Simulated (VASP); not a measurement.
# In (Immm) in VASP: single point with LDA

Aim: the single point of In with LDA.

All numbers are computed with VASP 6.6.1; they aren't measurements. Logs are shortened: lines on timing, memory, paths and dates and some standing lists are left out, and cuts for length are marked.

## 1. The cell of the first run

It takes space group Immm (No. 71, orthorhombic). Conventional cell: a = 3.040 Å, b = 3.334 Å, c = 4.832 Å, α = 90.00°, β = 90.00°, γ = 90.00°. Within 4.0 Å of In (site symmetry mmm) lie 12 In at 3.04 to 3.33 Å.

## 2. Single point, LDA

INCAR reads:

```
PREC = Accurate
ENCUT = 520
EDIFF = 1E-7
ISMEAR = 0
SIGMA = 0.15
LREAL = F
LASPH = T
NELM = 60
ALGO = Fast
ISIF = 2
LWAVE = F
LCHARG = F
GGA = CA
NBANDS = 12
```

KPOINTS reads:

```
Automatic mesh
0
Gamma
  20 20 20
```

POSCAR reads:

```
In
1.0
   -1.5200502170      1.6671797991      2.4161531185
    1.5200502170     -1.6671797991      2.4161531185
    1.5200502170      1.6671797991     -2.4161531185
In
1
Direct
    0.0000000000      0.0000000000      0.0000000000
```

Potentials or basis: VASP PAW LDA potentials, release 64 (In_d).

On the command line:

```sh
$ cat potpaw_LDA.64/In_d/POTCAR > POTCAR
$ mpirun -np 1 vasp_std > vasp.out
```

OUTCAR:

```text
PREC = Accurate
   ENCUT = 520
   EDIFF = 1E-7
   ISMEAR = 0
   LREAL = F
   LASPH = T
   NELM = 60
   ISIF = 2
   GGA = CA

 ion  position               nearest neighbor table
   1  0.000  0.000  0.000-

  LATTYP: Found a body centered orthorhombic cell.
 ALAT       =     3.0401004340
 B/A-ratio  =     1.0967925799
 C/A-ratio  =     1.5895219062

  Lattice vectors:

 A1 = (  -1.5200502170,   1.6671797991,   2.4161531185)
 A2 = (   1.5200502170,  -1.6671797991,   2.4161531185)
 A3 = (   1.5200502170,   1.6671797991,  -2.4161531185)

Analysis of symmetry for initial positions (statically):
=====================================================================
 Subroutine PRICEL returns:
 Original cell was already a primitive cell.

 Routine SETGRP: Setting up the symmetry group for a
 body centered orthorhombic supercell.

 Subroutine GETGRP returns: Found  8 space group operations
 (whereof  8 operations were pure point group operations)
 out of a pool of  8 trial point group operations.

The static configuration has the point symmetry D_2h.

Analysis of symmetry for dynamics (positions and initial velocities):
=====================================================================
 Subroutine PRICEL returns:
 Original cell was already a primitive cell.

 Routine SETGRP: Setting up the symmetry group for a
 body centered orthorhombic supercell.

 Subroutine GETGRP returns: Found  8 space group operations
 (whereof  8 operations were pure point group operations)
 out of a pool of  8 trial point group operations.

The dynamic configuration has the point symmetry D_2h.

 Subroutine INISYM returns: Found  8 space group operations
 (whereof  8 operations are pure point group operations),
 and found     1 'primitive' translations

----------------------------------------------------------------------------------------

                                     Primitive cell

  volume of cell :      24.4920

  direct lattice vectors                    reciprocal lattice vectors
    -1.520050217  1.667179799  2.416153119     0.000000000  0.299907665  0.206940527
     1.520050217 -1.667179799  2.416153119     0.328936501  0.000000000  0.206940527
     1.520050217  1.667179799 -2.416153119     0.328936501  0.299907665  0.000000000

  length of vectors
     3.305727913  3.305727913  3.305727913     0.364374792  0.388617554  0.445133496
[... 79 lines left out ...]
   EDIFF  = 0.1E-06   stopping-criterion for ELM
   LREAL  =      F    real-space projection
   EDIFFG = 0.1E-05   stopping-criterion for IOM
   NSW    =      0    number of steps for IOM
   IBRION =     -1    ionic relax: 0-MD 1-quasi-New 2-CG
   NFREE  =      0    steps in history (QN), initial steepest desc. (CG)
   ISIF   =      2    stress and relaxation
   ISYM   =      2    0-nonsym 1-usesym 2-fastsym
   POTIM  = 0.5000    time-step for ionic-motion
   TEBEG  =    0.0;   TEEND  =   0.0 temperature during run
   PSTRESS=    0.0 pullay stress
   NELECT =      13.0000    total number of electrons
   NUPDOWN=      -1.0000    fix difference up-down
   EMIN   =  10.00;   EMAX   =-10.00  energy-range for DOS
   EFERMI =   0.00;   METHOD = LEGACY
   ISMEAR =     0;   SIGMA  =   0.15  broadening in eV -4-tet -1-fermi 0-gaus
   EFERMI_NEDOS =   21; number of points for ismear=-14 and -15
   IALGO  =     68    algorithm
   IMIX   =      4    mixing-type and parameters
     AMIX     =   0.40;   BMIX     =  1.00
     AMIX_MAG =   1.60;   BMIX_MAG =  1.00
  volume/ion in A,a.u.               =      24.49       165.28
  Fermi-wavevector in a.u.,A,eV,Ry     =   1.325504  2.504839 23.904900  1.756961
  Thomas-Fermi vector in A             =   2.454960
   LORBIT       =      0    0 simple, 1 ext, 2 COOP (PROOUT), +10 PAW based schemes
   GGA     = CA    functional components
   LHFCALC =     F    Hartree Fock is set to
   AEXX    =    0.0000 exact exchange contribution
   IVDW    =     0    specifies the selected vdW correction
   LEPSILON=     F    determine dielectric tensor
   LRPA    =     F    only Hartree local field effects (RPA)
 non-spin polarized calculation
 RMM-DIIS sequential band-by-band and
 Gauss-broadening in eV      SIGMA  =   0.15
  energy-cutoff  :      520.00
  volume of cell :       24.49
 maximum number of plane-waves:       679
 NGX is ok and might be reduce to    28
   NGX = 13   NGY = 13   NGZ = 13

 number of electron      13.0000000 magnetization

 Free energy of the ion-electron system (eV)
  ---------------------------------------------------
  ext. energy  EPLUGINS =         0.00000000
  ---------------------------------------------------
  free energy    TOTEN  =        -3.20909557 eV

  energy without entropy =       -3.20472086  energy(sigma->0) =       -3.20690821

 E-fermi :   8.0139     XC(G=0): -10.8401

 val. band max:        8.0087652467   @ k =  -0.4000   0.4500   0.2500
 cond. band min:       8.0212061836   @ k =  -0.2500   0.3000   0.2500
 fundamental gap:      0.0124409369
 Fermi energy:         8.0139345244

 k-point     1 :       0.0000    0.0000    0.0000
  band No.  band energies     occupation
      1      -6.7839      2.00000
      2      -6.6681      2.00000
      3      -6.5286      2.00000
      4      -6.4774      2.00000
      5      -6.3680      2.00000
      6      -2.0476      2.00000
      7      17.6316      0.00000
      8      18.2195      0.00000
      9      20.5332      0.00000
     10      20.8651      0.00000
     11      21.4299      0.00000
     12      22.0182      0.00000
[... 331 lines left out ...]
 k-point    24 :      -0.4000    0.0500    0.0000
  band No.  band energies     occupation
      1      -6.7937      2.00000
      2      -6.6991      2.00000
      3      -6.5072      2.00000
      4      -6.3187      2.00000
      5      -6.2748      2.00000
      6       1.2826      2.00000
      7       6.6410      2.00000
      8      15.5344      0.00000
      9      18.3847      0.00000
     10      19.9050      0.00000
     11      20.5009      0.00000
     12      23.5612      0.00000

 [... further k-points ...]
[... 5 lines left out ...]
  --------------------------------------------------------------------------------------
  -------------------------------------------------------------------------------------
  Total        0.3837276     -0.1673902      0.0162673      0.0000000      0.0000000      0.0000000
  in kB       25.1020280    -10.9500420      1.0641457      0.0000000      0.0000000      0.0000000
  external PRESSURE =       5.0720439 kB  Pullay stress =       0.0000000 kB

 VOLUME and BASIS-vectors are now :
 -----------------------------------------------------------------------------
  energy-cutoff  :      520.00
  volume of cell :       24.49
      direct lattice vectors                 reciprocal lattice vectors
    -1.520050217  1.667179799  2.416153119     0.000000000  0.299907665  0.206940527
     1.520050217 -1.667179799  2.416153119     0.328936501  0.000000000  0.206940527
     1.520050217  1.667179799 -2.416153119     0.328936501  0.299907665  0.000000000

 POSITION                                       TOTAL-FORCE (eV/Angst)
 -----------------------------------------------------------------------------------
      0.00000      0.00000      0.00000        -0.000000     -0.000000      0.000000
 -----------------------------------------------------------------------------------
    total drift:                               -0.000000     -0.000000      0.000000

  FREE ENERGIE OF THE ION-ELECTRON SYSTEM (eV)
  ---------------------------------------------------
  free  energy   TOTEN  =        -3.2090955677 eV

  energy  without entropy=       -3.2047208621  energy(sigma->0) =       -3.20690821
```

It took 6.6 min on 1 thread of Intel Xeon Platinum 8488C (Sapphire Rapids), shared host; peak memory 0.42 GiB.

Results:

- Free energy: -3.2091 eV
- Pressure: 0.5 GPa

Caveat: the cell differs from its parent crystal (strain +e along x and -e along y -0.0467, strain +e along z and -e/2 along x and y -0.0233); spin-orbit coupling is left out, which moves the levels of the heavy elements.
